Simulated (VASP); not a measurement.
# MoS2 in VASP: single point with PBE+D3(BJ)

Aim: the single point of MoS2 with PBE+D3(BJ).

Everything below comes from runs of VASP 6.6.1. Logs are shortened: lines on timing, memory, paths and dates and some standing lists are left out, and cuts for length are marked.

## 1. The cell of the first run

The cell holds a slab with vacuum, 6 atoms: a = 3.184 Å, b = 3.184 Å, c = 40.437 Å, α = 90.00°, β = 90.00°, γ = 120.00°.

## 2. Single point, PBE+D3(BJ), collinear spin

Input file INCAR:

```
ALGO     = Normal         # electronic algorithm
DIPOL    = 0.5 0.5 0.500
EDIFF    = 1E-6           # SCF threshold, eV
ENCUT    = 520            # plane-wave cutoff, eV
GGA      = PE             # functional
IDIPOL   = 3            
ISIF     = 2              # what is computed and relaxed
ISMEAR   = 0              # smearing method
ISPIN    = 2              # spin polarisation
IVDW     = 12             # dispersion correction
LASPH    = True           # aspherical terms in the spheres
LCHARG   = True           # write CHGCAR
LDIPOL   = True         
LELF     = True           # ELF
LMAXMIX  = 4              # l up to which the mixer works
LORBIT   = 11             # projections on sites
LREAL    = False          # projectors in reciprocal space
LVACPOTAV= True         
LVHAR    = True         
LWAVE    = False          # write WAVECAR
MAGMOM   = 0 0 0 0 1 1    # initial moments
NBANDS   = 39             # bands
NELM     = 150            # most SCF steps
PREC     = Accurate       # precision mode
SIGMA    = 0.05           # smearing width, eV
```

Input file KPOINTS:

```
k-points
0
Gamma
  9 9 1
```

Input file POSCAR:

```
MoS2
1.0
    3.1841260834      0.0000000000      0.0000000000
   -1.5920630417      2.7575340771      0.0000000000
    0.0000000000      0.0000000000     40.4372503152
S Mo
4 2
Direct
    0.3333333333      0.6666666667      0.2471911808
    0.3333333333      0.6666666667      0.3242206293
    0.3333333333      0.6666666667      0.6757793552
    0.3333333333      0.6666666667      0.7528088348
    0.0000000000      0.0000000000      0.2857058307
    0.0000000000      0.0000000000      0.7142941691
```

Potentials or basis: VASP PAW PBE potentials, release 64 (S, Mo_sv).

Run with:

```console
$ cat potpaw_PBE.64/S/POTCAR potpaw_PBE.64/Mo_sv/POTCAR > POTCAR
$ mpirun -np 1 vasp_std > vasp.out
```

OUTCAR:

```text
EDIFF = 1E-6
   ENCUT = 520
   GGA = PE
   ISIF = 2
   ISMEAR = 0
   ISPIN = 2
   IVDW = 12
   LASPH = True
   LORBIT = 11
   LREAL = False
   NELM = 150
   PREC = Accurate
 IVDW          = 12

 ion  position               nearest neighbor table
   1  0.333  0.667  0.247-   5 2.41   5 2.41   5 2.41
   2  0.333  0.667  0.324-   5 2.41   5 2.41   5 2.41
   3  0.333  0.667  0.676-   6 2.41   6 2.41   6 2.41
   4  0.333  0.667  0.753-   6 2.41   6 2.41   6 2.41
   5  0.000  0.000  0.286-   1 2.41   1 2.41   1 2.41   2 2.41   2 2.41   2 2.41
   6  0.000  0.000  0.714-   4 2.41   4 2.41   4 2.41   3 2.41   3 2.41   3 2.41

  LATTYP: Found a hexagonal cell.
 ALAT       =     3.1841260834
 C/A-ratio  =    12.6996385369

  Lattice vectors:

 A1 = (   3.1841260834,   0.0000000000,   0.0000000000)
 A2 = (  -1.5920630417,   2.7575340771,   0.0000000000)
 A3 = (   0.0000000000,   0.0000000000,  40.4372503152)

Analysis of symmetry for initial positions (statically):
=====================================================================
 Subroutine PRICEL returns:
 Original cell was already a primitive cell.

 Routine SETGRP: Setting up the symmetry group for a
 hexagonal supercell.

 Subroutine GETGRP returns: Found 12 space group operations
 (whereof 12 operations were pure point group operations)
 out of a pool of 24 trial point group operations.

The static configuration has the point symmetry D_3h.

Analysis of symmetry for dynamics (positions and initial velocities):
=====================================================================
 Subroutine PRICEL returns:
 Original cell was already a primitive cell.

 Routine SETGRP: Setting up the symmetry group for a
 hexagonal supercell.

 Subroutine GETGRP returns: Found 12 space group operations
 (whereof 12 operations were pure point group operations)
 out of a pool of 24 trial point group operations.

The dynamic configuration has the point symmetry D_3h.

Analysis of structural, dynamic, and magnetic symmetry:
=====================================================================
 Subroutine PRICEL returns:
 Original cell was already a primitive cell.

 Routine SETGRP: Setting up the symmetry group for a
 hexagonal supercell.

 Subroutine GETGRP returns: Found 12 space group operations
[... 136 lines left out ...]

 dipolmoment           0.000000      0.000000     -0.000000 electrons x Angstroem

 number of electron      52.0000000 magnetization       0.0000030

 number of electron      52.0000000 magnetization      -0.0000005

 dipolmoment           0.000000      0.000000      0.000000 electrons x Angstroem

 Free energy of the ion-electron system (eV)
  ---------------------------------------------------
  ext. energy  EPLUGINS =         0.00000000
  ---------------------------------------------------
  free energy    TOTEN  =       -43.70456070 eV

  energy without entropy =      -43.70456070  energy(sigma->0) =      -43.70456070

 E-fermi :  -1.7844     XC(G=0):  -3.7802

 val. band max:       -2.0579940560   @ k =   0.0000   0.0000   0.0000
 cond. band min:      -0.4204386702   @ k =   0.3333   0.3333   0.0000
 fundamental gap:      1.6375553858
 Fermi energy:        -1.7843898166

 spin component 1

 k-point     1 :       0.0000    0.0000    0.0000
  band No.  band energies     occupation
      1     -62.9388      1.00000
      2     -62.9388      1.00000
      3     -37.0787      1.00000
      4     -37.0786      1.00000
      5     -36.8769      1.00000
      6     -36.8769      1.00000
[... 481 lines left out ...]
     37       5.5672      0.00000
     38       5.5673      0.00000
 Fermi energy:        -1.7843898166

 spin component 2

 k-point     1 :       0.0000    0.0000    0.0000
  band No.  band energies     occupation
      1     -62.9388      1.00000
      2     -62.9388      1.00000
      3     -37.0787      1.00000
      4     -37.0786      1.00000
      5     -36.8769      1.00000
      6     -36.8769      1.00000
[... 481 lines left out ...]
     37       5.5672      0.00000
     38       5.5673      0.00000
 [bands above 38 left out]

------------------------ aborting loop because EDIFF is reached ----------------------------------------

 Edisp (eV)   -1.88398

 E8    (eV) :    -0.8146

  FORCE on cell =-STRESS in cart. coord.  units (eV):
  Direction    XX          YY          ZZ          XY          YZ          ZX
  --------------------------------------------------------------------------------------
  -------------------------------------------------------------------------------------
  Total      -1.79238    -1.79238    -0.13284     0.00000    -0.00000     0.00000
  in kB      -8.08812    -8.08812    -0.59944     0.00000    -0.00000     0.00000
  external pressure =       -5.59 kB  Pullay stress =        0.00 kB

 VOLUME and BASIS-vectors are now :
 -----------------------------------------------------------------------------
  energy-cutoff  :      520.00
  volume of cell :      355.05
      direct lattice vectors                 reciprocal lattice vectors
     3.184126083  0.000000000  0.000000000     0.314057915  0.181321422  0.000000000
    -1.592063042  2.757534077  0.000000000     0.000000000  0.362642844  0.000000000
     0.000000000  0.000000000 40.437250315     0.000000000  0.000000000  0.024729674

 POSITION                                       TOTAL-FORCE (eV/Angst)
 -----------------------------------------------------------------------------------
     -0.00000      1.83836      9.99573        -0.000000      0.000000      0.011849
     -0.00000      1.83836     13.11059         0.000000     -0.000000     -0.011675
     -0.00000      1.83836     27.32666         0.000000     -0.000000      0.011675
     -0.00000      1.83836     30.44152        -0.000000      0.000000     -0.011849
      0.00000      0.00000     11.55316         0.000000     -0.000000      0.000513
      0.00000      0.00000     28.88409        -0.000000     -0.000000     -0.000513
 -----------------------------------------------------------------------------------
    total drift:                                0.000000     -0.000000      0.000023

  FREE ENERGIE OF THE ION-ELECTRON SYSTEM (eV)
  ---------------------------------------------------
  free  energy   TOTEN  =       -45.5885385191 eV

  energy  without entropy=      -45.5885385191  energy(sigma->0) =      -45.58853852

 vacuum level on the upper side and lower side of the slab         3.849         3.849

 total charge

# of ion       s       p       d       tot
------------------------------------------
    1        1.363   2.340   0.000   3.702
    2        1.363   2.340   0.000   3.702
    3        1.363   2.340   0.000   3.702
    4        1.363   2.340   0.000   3.702
    5        2.289   6.218   3.935  12.442
    6        2.289   6.218   3.935  12.442
--------------------------------------------------
tot         10.029  21.794   7.870  39.693

 magnetization (x)

# of ion       s       p       d       tot
------------------------------------------
    1       -0.000  -0.000   0.000  -0.000
    2        0.000   0.000   0.000   0.000
    3        0.000   0.000   0.000   0.000
    4       -0.000  -0.000   0.000  -0.000
    5        0.000   0.000  -0.000  -0.000
    6        0.000   0.000  -0.000  -0.000
--------------------------------------------------
tot          0.000  -0.000  -0.000  -0.000
```

Run time: 6.2 min. Hardware: 1 thread of Intel Xeon 6975P-C (Granite Rapids), shared host; peak memory 0.72 GiB.

Results:

```
Free energy                                           : -45.5885 eV
Largest force                                         : 0.012 eV/Å
Band gap on the k mesh                                : 1.64 eV (least direct gap 1.67 eV)
Net moment                                            : 0.00 μB per cell
Valence electrons inside the program's atomic spheres : S 3.70; Mo 12.44
Dispersion energy per atom                            : -0.314 eV
```

Forces in eV/Å, atoms in the order of the input:
```
S    0.000  0.000  0.012
S    0.000  0.000 -0.012
S    0.000  0.000  0.012
S    0.000  0.000 -0.012
Mo   0.000  0.000  0.001
Mo   0.000  0.000 -0.001
```
